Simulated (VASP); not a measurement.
Runs of VASP 6.6.1 on Zn. The structure is that of space group Fd-3m (No. 227), or close to it. The cells are those of the table. 

| cell | k mesh | gap on the mesh (eV) | pressure (GPa) |
| --- | --- | --- | --- |
| a = 3.924 Å, angles 60.0°, 2 atoms | 16 × 16 × 16 | none | (a) |
| a = 3.976 Å, angles 60.0°, 2 atoms | 11 × 11 × 11 | none | -1.2 |
| a = 3.816 Å, angles 60.0°, 2 atoms | 11 × 11 × 11 | none | 4.9 |
| a = 3.924 Å, angles 60.0°, 2 atoms | 11 × 11 × 11 | none | 0.4 |
| a = 3.924 Å, angles 60.0°, 2 atoms | 10 × 10 × 10 | none | 0.4 |

Alike in all rows: task single point; level LDA; potentials or basis VASP PAW LDA potentials, release 64 (Zn); no spin polarisation; cutoff (eV) 520; smearing fermi-dirac 0.1 eV.

Problem. Fill in the values left out.

Solution. (a) 0.5.

A gap of «none» marks levels without a gap at the run's occupations.
